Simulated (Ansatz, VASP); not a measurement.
## One calculation of CdH4, two programs

Contents of INCAR:

```
  PREC = Accurate
  ENCUT = 520
  EDIFF = 1E-6
  ISMEAR = 1
  SIGMA = 0.1
  LREAL = F
  LASPH = T
  NELM = 60
  ALGO = Normal
  ISIF = 2
  LWAVE = F
  LCHARG = T
  GGA = PE
  LELF = T
  LVHAR = T
  NBANDS = 27
```

KPOINTS

```
Automatic mesh
0
Gamma
  5 5 5
```

Contents of POSCAR:

```
CdH4
1.0
    0.0000000000      4.4401230000      0.0000000000
    4.3324460000     -2.2200620000      0.0000000000
   -0.1495750000      2.2200620000     -7.4573960000
Cd H
2 8
Direct
    0.9258000000      0.7500000000      0.7500000000
    0.0742000000      0.2500000000      0.2500000000
    0.9698000000      0.4509000000      0.8035000000
    0.3224000000      0.0491000000      0.6965000000
    0.0302000000      0.5491000000      0.1965000000
    0.6776000000      0.9509000000      0.3035000000
    0.7493000000      0.6467000000      0.5765000000
    0.6791000000      0.8533000000      0.9235000000
    0.2507000000      0.3533000000      0.4235000000
    0.3209000000      0.1467000000      0.0765000000
```

Input for Ansatz:

```yaml
crystal:
  lattice:
    - [0.0, 4.440123, 0.0]
    - [4.332446, -2.220062, 0.0]
    - [-0.149575, 2.220062, -7.457396]
  atoms:
    - { symbol: Cd, position: [0.9258, 0.75, 0.75] }
    - { symbol: Cd, position: [0.0742, 0.25, 0.25] }
    - { symbol: H, position: [0.9698, 0.4509, 0.8035] }
    - { symbol: H, position: [0.3224, 0.0491, 0.6965] }
    - { symbol: H, position: [0.0302, 0.5491, 0.1965] }
    - { symbol: H, position: [0.6776, 0.9509, 0.3035] }
    - { symbol: H, position: [0.7493, 0.6467, 0.5765] }
    - { symbol: H, position: [0.6791, 0.8533, 0.9235] }
    - { symbol: H, position: [0.2507, 0.3533, 0.4235] }
    - { symbol: H, position: [0.3209, 0.1467, 0.0765] }
  symmetry: { tolerance: 0.0003 }
kpoints:
  mp_grid: { grid: [5, 5, 5], shift: [0, 0, 0] }
magnetization:
  spin_polarized: false
scf:
  occupations: { method: methfessel_paxton, width: 0.1 }
hamiltonian:
  pseudopotentials: { kind: paw }
  xc: pbe
basis:
  ecutwfc: "550 eV"
output:
  forces: true
  stress: true
  eigenvalues: true
```

Alike in both runs: task single point; functional PBE; k mesh 5 × 5 × 5; occupations methfessel-paxton of order 1, width 0.1 eV; no spin polarisation.

|  | VASP | Ansatz |
| --- | --- | --- |
| version | VASP 6.6.1 | Ansatz 0.2.0 |
| potentials or method | VASP PAW PBE potentials, release 64 (Cd, H), cutoff 520 eV | PAW plane waves |
| valence electrons in the cell | 32 | 48 |

Ansatz gave:

| Quantity | Value |
| --- | --- |
| gap on the k mesh at the Fermi level (eV) | none |
| pressure (GPa) | 3.2 |
| traceless stress, the component that is largest in VASP (GPa) | -1.44 |
| rms of the force components (eV/Å) | 0.772 |

What did VASP give for the same quantities?

gap on the k mesh at the Fermi level (eV): none; pressure (GPa): 3.4; traceless stress, the component that is largest in VASP (GPa): -1.45; rms of the force components (eV/Å): 0.809.

Atom by atom the forces differ by 0.037 eV/Å (rms over components). A gap of «none» marks a metal or a gap that the smearing closes. VASP's potentials hold 32 valence electrons a cell and Ansatz's 48, so a difference there can come from the potentials and not from the codes.
